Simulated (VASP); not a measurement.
The system is BeTe.

```
Be Te
1.0
     0.00000    2.82862    2.82862
     2.82862    0.00000    2.82862
     2.82862    2.82862    0.00000
Be Te
1 1
Direct
  0.00000 0.00000 0.00000
  0.25000 0.25000 0.25000
```

Base run:

* Program: VASP 6.6.1
* Functional: HF
* Potentials or basis: VASP PAW PBE potentials, release 64 (Be, Te)
* Cutoff: 520 eV
* k mesh: 6 × 6 × 6
* Occupations: gaussian, width 0.01 eV
* Spin: no spin polarisation

Its results: band gap on the k mesh 8.06 eV (least direct gap 8.75 eV); pressure 1.0 GPa.

The run is repeated on the same cell with these changes: functional from HF to r2SCAN0; share of exact exchange from 1 to 0.25. What comes out?

Band gap on the k mesh 3.55 eV (least direct gap 5.42 eV); pressure -0.9 GPa.

Caveats: the PAW data sets were made with another functional, which shifts forces and pressure a little; spin-orbit coupling is left out, which moves the levels of the heavy elements.

A k mesh can miss the band edges.
